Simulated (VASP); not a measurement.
A run of VASP 6.6.1:

The input INCAR:

```
SYSTEM = TaBr
PREC = Accurate
ENCUT = 520
EDIFF = 1E-6
ISMEAR = 0
SIGMA = 0.1
LREAL = .FALSE.
LASPH = .TRUE.
NELM = 150
ALGO = Normal
ISIF = 2
LWAVE = .FALSE.
LCHARG = .TRUE.
ISPIN = 2
MAGMOM = 1 0
LORBIT = 11
LMAXMIX = 4
GGA = PE
LELF = .TRUE.
LVHAR = .TRUE.
NBANDS = 20
```

KPOINTS

```
regular mesh
0
G
  4 4 4
  0 0 0
```

POSCAR

```
TaBr
1.0
    3.3180453065      0.0000000000      0.0000000000
    0.0000000000      3.3180453065      0.0000000000
    0.0000000000      0.0000000000      3.3180453065
Ta Br
1 1
Direct
    0.5000000000      0.5000000000      0.5000000000
    0.0000000000      0.0000000000      0.0000000000
```

Potentials or basis: VASP PAW PBE potentials, release 64 (Ta_pv, Br).

Launch:

```bash
$ cat potpaw_PBE.64/Ta_pv/POTCAR potpaw_PBE.64/Br/POTCAR > POTCAR
$ mpirun -np 1 vasp_std > vasp.out
```

Hardware: 1 thread of Intel(R) Xeon(R) 6975P-C (Granite Rapids) (shared host).

**Question.** How long does it take, and how much memory?

**Answer.** It took 11 s on 1 thread of Intel(R) Xeon(R) 6975P-C (Granite Rapids) (shared host), peak memory 0.17 GiB. Counts: scf iterations 14, k points 10.
